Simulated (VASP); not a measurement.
**Ir: single point with PBE**

Ir:

```
Ir
1.0
     0.00000    1.92000    1.92000
     1.92000    0.00000    1.92000
     1.92000    1.92000    0.00000
Ir
1
Direct
  0.00000 0.00000 0.00000
```

| Property | Result |
| --- | --- |
| Program | VASP 6.6.1 |
| Task | single point |
| Functional | PBE |
| Potentials or basis | VASP PAW PBE potentials, release 64 (Ir) |
| Cutoff | 520 eV |
| k mesh | 8 × 8 × 8 |
| Occupations | gaussian, width 0.05 eV |
| Spin | no spin polarisation |
| Dipole correction | no |
| Further INCAR settings | ALGO = Normal; EDIFF = 1e-07; NBANDS = 10 |

```
Pressure : 10.8 GPa
```

Levels at points of the mesh, in eV from the Fermi level:
| k point | band 2 | band 3 | band 4 | band 5 | band 6 | band 7 |
| --- | --- | --- | --- | --- | --- | --- |
| (0.00, 0.00, 0.00) | -3.94 | -3.94 | -3.94 | -1.24 | -1.24 | 14.25 |
| (0.50, 0.00, 0.00) | -4.04 | -4.04 | -0.82 | 0.84 | 0.84 | 7.20 |
| (0.50, 0.50, 0.00) | -7.40 | 0.82 | 1.42 | 1.42 | 1.63 | 10.45 |

It took 7.1 s on 1 thread of Intel Xeon 8259CL (shared host), peak memory 0.13 GiB.

Caveat: spin-orbit coupling is left out, which moves the levels of the heavy elements.
